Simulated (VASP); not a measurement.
## Na: single point with PBEsol

Na:

```xyz
2
Lattice="0.0000 -3.7271 0.0000 -3.7271 0.0000 0.0000 0.0000 0.0000 -5.2242" Properties=species:S:1:pos:R:3 pbc="T T T"
Na   -2.2716   -1.8636   -2.7174
Na    0.4080    0.0000    0.1053
```

This cell differs from its parent crystal: atoms displaced along several vibrational modes.

| Property | Result |
| --- | --- |
| Program | VASP 6.6.1 |
| Task | single point |
| Functional | PBEsol |
| Potentials or basis | VASP PAW PBE potentials, release 64 (Na_pv) |
| Cutoff | 520 eV |
| k mesh | 12 × 12 × 10 |
| Occupations | gaussian, width 0.15 eV |
| Spin | no spin polarisation |

```
Pressure               : 0.4 GPa
Largest force          : 0.338 eV/Å
Band gap on the k mesh : zero (bands 7 and 8 overlap by 4.60 eV)
```

Forces on the atoms (eV/Å):
```
Na   0.252  0.000  0.225
Na  -0.252  0.000 -0.225
```

Stress tensor (GPa, compression positive):
```
-0.61  0.00  0.38
 0.00  0.71  0.00
 0.38  0.00  1.17
```

Levels at points of the mesh, in eV from the Fermi level:
```tsv
k point	band 4	band 5	band 6	band 7	band 8	band 9	band 10	band 11
(0.00, 0.00, 0.00)	-24.84	-24.84	-24.84	-3.33	1.84	2.41	6.41	7.08
(0.50, 0.00, 0.00)	-24.86	-24.84	-24.84	-0.60	-0.60	4.28	4.28	5.21
(0.00, 0.50, 0.00)	-24.86	-24.84	-24.84	-0.68	-0.52	4.14	4.46	5.11
(0.50, 0.50, 0.00)	-24.86	-24.85	-24.85	1.80	1.80	2.25	2.25	6.33
(0.00, 0.00, 0.50)	-24.84	-24.84	-24.84	-2.03	-1.80	7.37	7.60	8.00
(0.50, 0.00, 0.50)	-24.84	-24.84	-24.84	0.51	0.51	1.04	1.04	9.96
(0.00, 0.50, 0.50)	-24.85	-24.85	-24.84	0.55	0.57	0.92	1.02	9.84
(0.50, 0.50, 0.50)	-24.86	-24.84	-24.84	2.80	2.80	3.07	3.07	3.31
```

It took 2.1 min on 1 thread of AMD EPYC 9R45 96-Core Processor (Zen 5) (shared host), peak memory 0.38 GiB.

Caveat: the cell differs from its parent crystal (atoms displaced along several vibrational modes); the PAW data sets were made with another functional, which shifts forces and pressure a little.
